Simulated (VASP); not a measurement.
The system is Au.

```xyz
8
Lattice="0.0000 4.0700 4.0700 4.0700 0.0000 4.0700 4.0700 4.0700 0.0000" Properties=species:S:1:pos:R:3 pbc="T T T"
Au    0.0000    0.0000    0.0000
Au    2.0350    2.0350    0.0000
Au    2.0350    0.0000    2.0350
Au    4.0700    2.0350    2.0350
Au    0.0000    2.0350    2.0350
Au    2.0350    4.0700    2.0350
Au    2.0350    2.0350    4.0700
Au    4.0700    4.0700    4.0700
```

Base run:

| Property | Result |
| --- | --- |
| Program | VASP 6.6.1 |
| Functional | PBEsol |
| Potentials or basis | VASP PAW PBE potentials, release 64 (Au) |
| Cutoff | 520 eV |
| k mesh | 7 × 7 × 7 |
| Occupations | fermi-dirac, width 0.05 eV |
| Spin | no spin polarisation |

Its results: band gap on the k mesh zero (bands 44 and 45 overlap by 1.99 eV); pressure 1.4 GPa.

The run is repeated on the same cell with these changes: functional from PBEsol to r2SCAN. What comes out?

Band gap on the k mesh zero (bands 44 and 45 overlap by 1.84 eV); pressure 7.2 GPa.

Caveats: the PAW data sets were made with another functional, which shifts forces and pressure a little; spin-orbit coupling is left out, which moves the levels of the heavy elements; the cell stands under pressure (at least some runs).
